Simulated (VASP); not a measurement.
# AlN (P6_3/mmc) in VASP: a series of runs, part 2 of 2

VASP 6.6.1.

## 5. Single point, PBEsol

This run uses another cell than the first one, of 9.69 Å³/atom, 1.006 times its volume.

INCAR

```
SYSTEM = AlN
ALGO = Normal
EDIFF = 1E-6
ENCUT = 520
GGA = PS
ISIF = 2
ISMEAR = 0
LASPH = .TRUE.
LCHARG = .FALSE.
LREAL = .FALSE.
LWAVE = .FALSE.
NBANDS = 16
NELM = 100
PREC = Accurate
SIGMA = 0.05
```

KPOINTS

```
k-points
0
G
  9 9 6
  0 0 0
```

POSCAR

```
AlN
1.0
    3.3214000000      0.0000000000      0.0000000000
   -1.6607000000      2.8764167761      0.0000000000
    0.0000000000      0.0000000000      4.0584000000
Al N
2 2
Direct
    0.3333333333      0.6666666667      0.7500000000
    0.6666666667      0.3333333333      0.2500000000
    0.3333333333      0.6666666667      0.2500000000
    0.6666666667      0.3333333333      0.7500000000
```

Potentials or basis: VASP PAW PBE potentials, release 64 (Al, N).

Started as:

```sh
$ cat potpaw_PBE.64/Al/POTCAR potpaw_PBE.64/N/POTCAR > POTCAR
$ mpirun -np 1 vasp_std > vasp.out
```

OUTCAR:

```text
SYSTEM = AlN
   EDIFF = 1E-6
   ENCUT = 520
   GGA = PS
   ISIF = 2
   ISMEAR = 0
   LASPH = .TRUE.
   LREAL = .FALSE.
   NELM = 100
   PREC = Accurate

 ion  position               nearest neighbor table
   1  0.333  0.667  0.750-   4 1.92   4 1.92   4 1.92   3 2.03   3 2.03   2 2.79   2 2.79   2 2.79
                             2 2.79   2 2.79   2 2.79
   2  0.667  0.333  0.250-   3 1.92   3 1.92   3 1.92   4 2.03   4 2.03   1 2.79   1 2.79   1 2.79
                             1 2.79   1 2.79   1 2.79
   3  0.333  0.667  0.250-   2 1.92   2 1.92   2 1.92   1 2.03   1 2.03
   4  0.667  0.333  0.750-   1 1.92   1 1.92   1 1.92   2 2.03   2 2.03

  LATTYP: Found a hexagonal cell.
 ALAT       =     3.3214000000
 C/A-ratio  =     1.2218943819

  Lattice vectors:

 A1 = (   3.3214000000,   0.0000000000,   0.0000000000)
 A2 = (  -1.6607000000,   2.8764167761,   0.0000000000)
 A3 = (   0.0000000000,   0.0000000000,   4.0584000000)

Analysis of symmetry for initial positions (statically):
=====================================================================
 Subroutine PRICEL returns:
 Original cell was already a primitive cell.

 Routine SETGRP: Setting up the symmetry group for a
 hexagonal supercell.

 Subroutine GETGRP returns: Found 24 space group operations
 (whereof 12 operations were pure point group operations)
 out of a pool of 24 trial point group operations.

The static configuration has the point symmetry D_3d.
 The point group associated with its full space group is D_6h.

Analysis of symmetry for dynamics (positions and initial velocities):
=====================================================================
 Subroutine PRICEL returns:
 Original cell was already a primitive cell.

 Routine SETGRP: Setting up the symmetry group for a
 hexagonal supercell.

 Subroutine GETGRP returns: Found 24 space group operations
 (whereof 12 operations were pure point group operations)
 out of a pool of 24 trial point group operations.
[... 128 lines left out ...]
  Fermi-wavevector in a.u.,A,eV,Ry     =   1.218818  2.303232 20.211692  1.485517
  Thomas-Fermi vector in A             =   2.354091
   LORBIT       =      0    0 simple, 1 ext, 2 COOP (PROOUT), +10 PAW based schemes
   GGA     = PS    functional components
   LHFCALC =     F    Hartree Fock is set to
   AEXX    =    0.0000 exact exchange contribution
   IVDW    =     0    specifies the selected vdW correction
   LEPSILON=     F    determine dielectric tensor
   LRPA    =     F    only Hartree local field effects (RPA)
 non-spin polarized calculation
 Gauss-broadening in eV      SIGMA  =   0.05
  energy-cutoff  :      520.00
  volume of cell :       38.77
 maximum number of plane-waves:      1062
 NGX is ok and might be reduce to    28
   NGX = 13   NGY = 13   NGZ = 15

 number of electron      16.0000001 magnetization

 Free energy of the ion-electron system (eV)
  ---------------------------------------------------
  ext. energy  EPLUGINS =         0.00000000
  ---------------------------------------------------
  free energy    TOTEN  =       -30.93314269 eV

  energy without entropy =      -30.93314269  energy(sigma->0) =      -30.93314269

 E-fermi :   8.2301     XC(G=0): -11.4614

 val. band max:        7.9985700718   @ k =   0.0000   0.0000   0.0000
 cond. band min:      11.4619228592   @ k =   0.0000   0.0000   0.0000
 fundamental gap:      3.4633527874
 Fermi energy:         8.2300869478

 k-point     1 :       0.0000    0.0000    0.0000
  band No.  band energies     occupation
      1      -8.8450      2.00000
      2      -4.8633      2.00000
      3       1.1335      2.00000
      4       4.6703      2.00000
      5       4.6703      2.00000
      6       6.5402      2.00000
[... 433 lines left out ...]
      3       1.3863      2.00000
      4       2.4771      2.00000
      5       2.4771      2.00000
      6       5.2539      2.00000
[... 8 lines left out ...]
     15      19.4792      0.00000
     16      21.5013      0.00000

 [... further k-points ...]

------------------------ aborting loop because EDIFF is reached ----------------------------------------

  FORCE on cell =-STRESS in cart. coord.  units (eV):
  Direction    XX          YY          ZZ          XY          YZ          ZX
  --------------------------------------------------------------------------------------
  -------------------------------------------------------------------------------------
  Total       -0.1145066     -0.1145066      1.2266437      0.0000000      0.0000000      0.0000000
  in kB       -4.7316553     -4.7316553     50.6875335      0.0000000      0.0000000      0.0000000
  external PRESSURE =      13.7414076 kB  Pullay stress =       0.0000000 kB

 VOLUME and BASIS-vectors are now :
 -----------------------------------------------------------------------------
  energy-cutoff  :      520.00
  volume of cell :       38.77
      direct lattice vectors                 reciprocal lattice vectors
     3.321400000  0.000000000  0.000000000     0.301077859  0.173827383  0.000000000
    -1.660700000  2.876416776  0.000000000     0.000000000  0.347654766  0.000000000
     0.000000000  0.000000000  4.058400000     0.000000000  0.000000000  0.246402523

 POSITION                                       TOTAL-FORCE (eV/Angst)
 -----------------------------------------------------------------------------------
     -0.00000      1.91761      3.04380         0.000000      0.000000      0.000000
      1.66070      0.95881      1.01460        -0.000000     -0.000000      0.000000
     -0.00000      1.91761      1.01460        -0.000000      0.000000      0.000000
      1.66070      0.95881      3.04380         0.000000     -0.000000      0.000000
 -----------------------------------------------------------------------------------
    total drift:                                0.000000     -0.000000      0.000000

  FREE ENERGIE OF THE ION-ELECTRON SYSTEM (eV)
  ---------------------------------------------------
  free  energy   TOTEN  =       -30.9331426873 eV

  energy  without entropy=      -30.9331426873  energy(sigma->0) =      -30.93314269
```

OSZICAR:

```text
N       E                     dE             d eps       ncg     rms          rms(c)
DAV:   1     0.410694397753E+02    0.41069E+02   -0.74770E+03  1536   0.909E+02
DAV:   2    -0.319011674249E+02   -0.72971E+02   -0.67233E+02  2248   0.190E+02
DAV:   3    -0.352132822619E+02   -0.33121E+01   -0.32997E+01  1888   0.412E+01
DAV:   4    -0.352329739851E+02   -0.19692E-01   -0.19690E-01  1880   0.359E+00
DAV:   5    -0.352332295539E+02   -0.25557E-03   -0.25557E-03  1872   0.410E-01    0.114E+01
DAV:   6    -0.310179708590E+02    0.42153E+01   -0.81508E+00  1968   0.214E+01    0.398E+00
DAV:   7    -0.309767868595E+02    0.41184E-01   -0.67527E-01  1776   0.569E+00    0.283E+00
DAV:   8    -0.309408450359E+02    0.35942E-01   -0.10409E-01  1664   0.258E+00    0.840E-01
DAV:   9    -0.309328582872E+02    0.79867E-02   -0.19319E-02  1984   0.108E+00    0.265E-01
DAV:  10    -0.309332354002E+02   -0.37711E-03   -0.21297E-03  1752   0.311E-01    0.168E-01
DAV:  11    -0.309331453618E+02    0.90038E-04   -0.12662E-04  1872   0.856E-02    0.418E-02
DAV:  12    -0.309331431511E+02    0.22106E-05   -0.74822E-06  1720   0.214E-02    0.703E-03
DAV:  13    -0.309331426873E+02    0.46385E-06   -0.23098E-06  1864   0.112E-02
   1 F= -.30933143E+02 E0= -.30933143E+02  d E =-.283448E-13
```

Run time: 66 s. Hardware: 1 thread of AMD EPYC 7R13, shared host; peak memory 0.14 GiB.

Results:

* Free energy: -30.9331 eV
* Pressure: 1.4 GPa
* Band gap on the k mesh: 3.46 eV, direct

Caveat: the PAW data sets were made with another functional, which shifts forces and pressure a little. Expect the measured gap to be larger: semilocal functionals such as PBEsol lack the derivative discontinuity.

## 6. Overview

```csv
cell,gap on the mesh (eV),pressure (GPa)
"a = 3.262, b = 3.262, c = 4.183 Å, angles 90.0, 90.0, 120.0°, 4 atoms",3.39,3.8
"a = 3.361, b = 3.361, c = 3.976 Å, angles 90.0, 90.0, 120.0°, 4 atoms",3.53,1.0
"a = 3.222, b = 3.222, c = 4.348 Å, angles 90.0, 90.0, 120.0°, 4 atoms",3.18,3.6
"a = 3.321, b = 3.321, c = 4.058 Å, angles 90.0, 90.0, 120.0°, 4 atoms",3.46,1.4
```

Alike in all rows: task single point; level PBEsol; potentials or basis VASP PAW PBE potentials, release 64 (Al, N); no spin polarisation; k mesh 9 × 9 × 6; cutoff (eV) 520; smearing gaussian 0.05 eV.

Caveats: the PAW data sets were made with another functional, which shifts forces and pressure a little.

Absolute energies hang on the potentials; compare differences alone.
